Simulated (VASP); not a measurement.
# Pd (Fm-3m) in VASP: notebook

Pd is run at these levels: PBEsol; tasks: single point.

All numbers are computed with VASP 6.6.1; they aren't measurements. Logs are shortened: lines on timing, memory, paths and dates and some standing lists are left out, and cuts for length are marked.

## 1. The cell of the first run

The structure is cubic, space group Fm-3m (No. 225). Conventional cell: a = 3.876 Å, b = 3.876 Å, c = 3.876 Å, α = 90.00°, β = 90.00°, γ = 90.00°. Pd (site symmetry m-3m) has 12 Pd at 2.74 Å within 3.6 Å.

## 2. Single point, PBEsol

Contents of INCAR:

```
SYSTEM = Pd
ALGO     = Normal         ! electronic algorithm
EDIFF    = 1E-6           ! SCF threshold, eV
ENCUT    = 520            ! plane-wave cutoff, eV
GGA      = PS             ! functional
ISIF     = 2              ! what is computed and relaxed
ISMEAR   = -1             ! smearing method
LASPH    = .True.         ! aspherical terms in the spheres
LCHARG   = .False.        ! write CHGCAR
LREAL    = .False.        ! projectors in reciprocal space
LWAVE    = .False.        ! write WAVECAR
NBANDS   = 11             ! bands
NELM     = 60             ! most SCF steps
PREC     = Accurate       ! precision mode
SIGMA    = 0.05           ! smearing width, eV
```

Contents of KPOINTS:

```
k-points
0
Gamma
  19 19 19
  0 0 0
```

Contents of POSCAR:

```
Pd
1.0
    0.0000000000      1.9382192864      1.9382192864
    1.9382192864      0.0000000000      1.9382192864
    1.9382192864      1.9382192864      0.0000000000
Pd
1
Direct
    0.0000000000      0.0000000000      0.0000000000
```

Potentials or basis: VASP PAW PBE potentials, release 64 (Pd).

The run is started by

```sh
> cat potpaw_PBE.64/Pd/POTCAR > POTCAR
> mpirun -np 1 vasp_std > vasp.out
```

OUTCAR:

```text
SYSTEM = Pd
   EDIFF = 1E-6
   ENCUT = 520
   GGA = PS
   ISIF = 2
   ISMEAR = -1
   LASPH = .True.
   LREAL = .False.
   NELM = 60
   PREC = Accurate

 ion  position               nearest neighbor table
   1  0.000  0.000  0.000-

  LATTYP: Found a face centered cubic cell.
 ALAT       =     3.8764385728

  Lattice vectors:

 A1 = (   0.0000000000,   1.9382192864,   1.9382192864)
 A2 = (   1.9382192864,   0.0000000000,   1.9382192864)
 A3 = (   1.9382192864,   1.9382192864,   0.0000000000)

Analysis of symmetry for initial positions (statically):
=====================================================================
 Subroutine PRICEL returns:
 Original cell was already a primitive cell.

 Routine SETGRP: Setting up the symmetry group for a
 face centered cubic supercell.

 Subroutine GETGRP returns: Found 48 space group operations
 (whereof 48 operations were pure point group operations)
 out of a pool of 48 trial point group operations.

The static configuration has the point symmetry O_h .

Analysis of symmetry for dynamics (positions and initial velocities):
=====================================================================
 Subroutine PRICEL returns:
 Original cell was already a primitive cell.

 Routine SETGRP: Setting up the symmetry group for a
 face centered cubic supercell.

 Subroutine GETGRP returns: Found 48 space group operations
 (whereof 48 operations were pure point group operations)
 out of a pool of 48 trial point group operations.

The dynamic configuration has the point symmetry O_h .

 Subroutine INISYM returns: Found 48 space group operations
 (whereof 48 operations are pure point group operations),
 and found     1 'primitive' translations

----------------------------------------------------------------------------------------

                                     Primitive cell

  volume of cell :      14.5626

  direct lattice vectors                    reciprocal lattice vectors
     0.000000000  1.938219286  1.938219286    -0.257968747  0.257968747  0.257968747
     1.938219286  0.000000000  1.938219286     0.257968747 -0.257968747  0.257968747
     1.938219286  1.938219286  0.000000000     0.257968747  0.257968747 -0.257968747

  length of vectors
     2.741056002  2.741056002  2.741056002     0.446814976  0.446814976  0.446814976

  position of ions in fractional coordinates (direct lattice)
     0.000000000  0.000000000  0.000000000

  ion indices of the primitive-cell ions
   primitive index   ion index
                 1           1

----------------------------------------------------------------------------------------

 KPOINTS: k-points

Automatic generation of k-mesh.
 Grid dimensions read from file:
 generate k-points for:   19   19   19

 Generating k-lattice:

  Cartesian coordinates                     Fractional coordinates (reciprocal lattice)
    -0.013577302  0.013577302  0.013577302     0.052631579  0.000000000  0.000000000
     0.013577302 -0.013577302  0.013577302     0.000000000  0.052631579  0.000000000
     0.013577302  0.013577302 -0.013577302     0.000000000  0.000000000  0.052631579

  Length of vectors
     0.023516578  0.023516578  0.023516578

  Shift w.r.t. Gamma in fractional coordinates (k-lattice)
     0.000000000  0.000000000  0.000000000

 Subroutine IBZKPT returns following result:
 ===========================================

 Found    220 irreducible k-points:

 Following reciprocal coordinates:
            Coordinates               Weight
  0.000000  0.000000  0.000000      1.000000
  0.052632  0.000000  0.000000      8.000000
  0.105263  0.000000  0.000000      8.000000
  0.157895  0.000000  0.000000      8.000000
  0.210526  0.000000  0.000000      8.000000
  0.263158  0.000000  0.000000      8.000000
[... 16 lines left out ...]
 -0.315789  0.052632  0.000000     24.000000
 -0.263158  0.052632  0.000000     24.000000
 [... further k-points ...]
   k-points           NKPTS =    220   k-points in BZ     NKDIM =    220   number of bands    NBANDS=     11
   number of dos      NEDOS =    301   number of ions     NIONS =      1
   total plane-waves  NPLWV =   8000
   dimension x,y,z NGX =    20 NGY =   20 NGZ =   20
   dimension x,y,z NGXF=    40 NGYF=   40 NGZF=   40
   ions per type =               1
   NGX,Y,Z   is equivalent  to a cutoff of  12.13, 12.13, 12.13 a.u.
   NGXF,Y,Z  is equivalent  to a cutoff of  24.26, 24.26, 24.26 a.u.
 SYSTEM =  Pd
   PREC   = accura    normal or accurate (medium, high low for compatibility)
   ISTART =      0    job   : 0-new  1-cont  2-samecut
   ICHARG =      2    charge: 1-file 2-atom 10-const
   ISPIN  =      1    spin polarized calculation?
   LNONCOLLINEAR =      F non collinear calculations
   LSORBIT =      F    spin-orbit coupling
   LASPH  =      T    aspherical Exc in radial PAW
   ENCUT  =  520.0 eV  38.22 Ry    6.18 a.u.   5.10  5.10  5.10*2*pi/ulx,y,z
   NELM   =     60;   NELMIN=  2; NELMDL= -5     # of ELM steps
   EDIFF  = 0.1E-05   stopping-criterion for ELM
   LREAL  =      F    real-space projection
   EDIFFG = 0.1E-04   stopping-criterion for IOM
   NSW    =      0    number of steps for IOM
   IBRION =     -1    ionic relax: 0-MD 1-quasi-New 2-CG
   NFREE  =      0    steps in history (QN), initial steepest desc. (CG)
   ISIF   =      2    stress and relaxation
   ISYM   =      2    0-nonsym 1-usesym 2-fastsym
   POTIM  = 0.5000    time-step for ionic-motion
   TEBEG  =    0.0;   TEEND  =   0.0 temperature during run
   PSTRESS=    0.0 pullay stress
   NELECT =      10.0000    total number of electrons
   NUPDOWN=      -1.0000    fix difference up-down
   EMIN   =  10.00;   EMAX   =-10.00  energy-range for DOS
   EFERMI =   0.00;   METHOD = LEGACY
   ISMEAR =    -1;   SIGMA  =   0.05  broadening in eV -4-tet -1-fermi 0-gaus
   EFERMI_NEDOS =   21; number of points for ismear=-14 and -15
   IALGO  =     38    algorithm
   IMIX   =      4    mixing-type and parameters
     AMIX     =   0.40;   BMIX     =  1.00
     AMIX_MAG =   1.60;   BMIX_MAG =  1.00
  volume/ion in A,a.u.               =      14.56        98.27
  Fermi-wavevector in a.u.,A,eV,Ry     =   1.444315  2.729360 28.382376  2.086046
  Thomas-Fermi vector in A             =   2.562624
   LORBIT       =      0    0 simple, 1 ext, 2 COOP (PROOUT), +10 PAW based schemes
   GGA     = PS    functional components
   LHFCALC =     F    Hartree Fock is set to
   AEXX    =    0.0000 exact exchange contribution
   IVDW    =     0    specifies the selected vdW correction
   LEPSILON=     F    determine dielectric tensor
   LRPA    =     F    only Hartree local field effects (RPA)
 non-spin polarized calculation
  energy-cutoff  :      520.00
  volume of cell :       14.56
 maximum number of plane-waves:       400
   NGX = 11   NGY = 11   NGZ = 11

 number of electron      10.0000002 magnetization

 Free energy of the ion-electron system (eV)
  ---------------------------------------------------
  ext. energy  EPLUGINS =         0.00000000
  ---------------------------------------------------
  free energy    TOTEN  =        -5.96760509 eV

  energy without entropy =       -5.94807398  energy(sigma->0) =       -5.95783953

 E-fermi :   9.8584     XC(G=0): -13.4592

 val. band max:        9.8552283435   @ k =  -0.4211   0.4211   0.1579
 cond. band min:       9.8592237431   @ k =  -0.4737   0.4211   0.1053
 fundamental gap:      0.0039953995
 Fermi energy:         9.8583596635

 k-point     1 :       0.0000    0.0000    0.0000
  band No.  band energies     occupation
      1       2.4980      2.00000
      2       6.9298      2.00000
      3       6.9298      2.00000
      4       6.9298      2.00000
      5       8.5961      2.00000
      6       8.5961      2.00000
      7      26.9706      0.00000
      8      31.8130      0.00000
      9      31.8130      0.00000
     10      31.8130      0.00000
     11      35.9032      0.00000

 k-point     2 :       0.0526    0.0000    0.0000
  band No.  band energies     occupation
      1       2.6002      2.00000
      2       6.8921      2.00000
      3       6.9660      2.00000
      4       6.9660      2.00000
      5       8.5782      2.00000
      6       8.5782      2.00000
      7      27.0840      0.00000
      8      31.1200      0.00000
      9      31.9333      0.00000
     10      31.9333      0.00000
     11      35.9478      0.00000

 k-point     3 :       0.1053    0.0000    0.0000
  band No.  band energies     occupation
      1       2.8970      2.00000
      2       6.7958      2.00000
      3       7.0622      2.00000
      4       7.0622      2.00000
      5       8.5387      2.00000
      6       8.5387      2.00000
      7      27.3544      0.00000
      8      29.6793      0.00000
      9      32.2776      0.00000
     10      32.2776      0.00000
     11      35.9803      0.00000

 k-point     4 :       0.1579    0.0000    0.0000
  band No.  band energies     occupation
      1       3.3515      2.00000
      2       6.6946      2.00000
      3       7.1769      2.00000
      4       7.1769      2.00000
      5       8.5229      2.00000
      6       8.5229      2.00000
      7      27.2854      0.00000
      8      28.3885      0.00000
      9      32.7897      0.00000
     10      32.7897      0.00000
     11      36.0491      0.00000
[... 239 lines left out ...]
 k-point    22 :      -0.3684    0.0526    0.0000
  band No.  band energies     occupation
      1       4.5470      2.00000
      2       6.9558      2.00000
      3       7.0356      2.00000
      4       8.5901      2.00000
      5       9.3559      1.99991
      6      10.1812      0.00313
      7      19.5446      0.00000
      8      26.8460      0.00000
      9      30.7610      0.00000
     10      32.3121      0.00000
     11      35.9561      0.00000

 k-point    23 :      -0.3158    0.0526    0.0000
  band No.  band energies     occupation
      1       4.5739      2.00000
      2       7.0603      2.00000
      3       7.1369      2.00000
      4       7.7761      2.00000
      5       9.0156      2.00000
      6       9.6513      1.96869
      7      21.3911      0.00000
      8      27.3032      0.00000
      9      31.3112      0.00000
     10      33.5493      0.00000
     11      35.6760      0.00000

 k-point    24 :      -0.2632    0.0526    0.0000
  band No.  band energies     occupation
      1       4.4694      2.00000
      2       6.9854      2.00000
      3       7.2335      2.00000
      4       7.2423      2.00000
      5       8.6808      2.00000
      6       9.2396      1.99999
      7      23.3373      0.00000
      8      27.7945      0.00000
      9      31.9168      0.00000
     10      34.8435      0.00000
     11      34.9404      0.00000

 [... further k-points ...]

------------------------ aborting loop because EDIFF is reached ----------------------------------------

  FORCE on cell =-STRESS in cart. coord.  units (eV):
  Direction    XX          YY          ZZ          XY          YZ          ZX
  --------------------------------------------------------------------------------------
  -------------------------------------------------------------------------------------
  Total       -0.0302662     -0.0302662     -0.0302662      0.0000000      0.0000000      0.0000000
  in kB       -3.3298893     -3.3298893     -3.3298893      0.0000000      0.0000000      0.0000000
  external PRESSURE =      -3.3298893 kB  Pullay stress =       0.0000000 kB

 VOLUME and BASIS-vectors are now :
 -----------------------------------------------------------------------------
  energy-cutoff  :      520.00
  volume of cell :       14.56
      direct lattice vectors                 reciprocal lattice vectors
     0.000000000  1.938219286  1.938219286    -0.257968747  0.257968747  0.257968747
     1.938219286  0.000000000  1.938219286     0.257968747 -0.257968747  0.257968747
     1.938219286  1.938219286  0.000000000     0.257968747  0.257968747 -0.257968747

 POSITION                                       TOTAL-FORCE (eV/Angst)
 -----------------------------------------------------------------------------------
      0.00000      0.00000      0.00000        -0.000000     -0.000000      0.000000
 -----------------------------------------------------------------------------------
    total drift:                                0.000000      0.000000      0.000000

  FREE ENERGIE OF THE ION-ELECTRON SYSTEM (eV)
  ---------------------------------------------------
  free  energy   TOTEN  =        -5.9676050946 eV

  energy  without entropy=       -5.9480739752  energy(sigma->0) =       -5.95783953
```

Wall time 32 s (1 thread of Intel Xeon 8259CL, shared host); peak memory 0.15 GiB.

Results:

```
Free energy            : -5.9676 eV
Pressure               : -0.3 GPa
Band gap on the k mesh : zero (bands 5 and 6 overlap by 1.60 eV)
```

Caveat: the PAW data sets were made with another functional, which shifts forces and pressure a little.

(Part 1 of 2 ends here.)
